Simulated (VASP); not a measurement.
The system is Zn3GeO.

```
Zn Ge O
1.0
     3.93465    0.00000    0.00000
     0.00000    3.93465    0.00000
     0.00000    0.00000    3.93465
Zn Ge O
3 1 1
Direct
  0.00000 0.50000 0.50000
  0.50000 0.00000 0.50000
  0.50000 0.50000 0.00000
  0.50000 0.50000 0.50000
  0.00000 0.00000 0.00000
```

The cell was generated, and may not be a known phase.

| Property | Result |
| --- | --- |
| Program | VASP 6.6.1 |
| Task | relaxation of cell and atoms |
| Functional | PBE |
| Potentials or basis | VASP PAW PBE potentials, release 64 (Zn, Ge_d, O_h) |
| Cutoff | 1340 eV |
| k mesh | 4 × 4 × 4 |
| Occupations | gaussian, width 0.1 eV |
| Spin | no spin polarisation |

At the start: pressure 83.0 GPa; volume 12.18 Å³/atom.

**Question.** Where does the relaxation end?

**Answer.** Over 5 steps the energy falls by 1278.2 meV/atom and the volume is 20.59 Å³/atom (+69.0 %); space group Pm-3m (No. 221, to 0.1 Å) before and after.

Step by step:
| step | energy change (eV) | largest force (eV/Å) | pressure (GPa) | volume (Å³) |
| --- | --- | --- | --- | --- |
| 1 | 0.0000 | 0.0000 | 82.96 | 60.91 |
| 2 | -5.6188 | 0.0000 | -5.89 | 135.16 |
| 3 | -6.3723 | 0.0000 | 1.65 | 99.05 |
| 4 | -6.3870 | 0.0000 | -0.69 | 104.68 |
| 5 | -6.3911 | 0.0000 | -0.06 | 102.93 |

Final structure:
```xyz
5
Lattice="4.6865 0.0000 0.0000 0.0000 4.6865 0.0000 0.0000 0.0000 4.6865" Properties=species:S:1:pos:R:3 pbc="T T T"
Zn    0.0000    2.3432    2.3432
Zn    2.3432    0.0000    2.3432
Zn    2.3432    2.3432    0.0000
Ge    2.3432    2.3432    2.3432
O     0.0000    0.0000    0.0000
```

Caveat: the k points lie up to 0.34 Å⁻¹ apart in the final cell; the volume moved by over 15 % at a fixed basis, so the end points are rough.
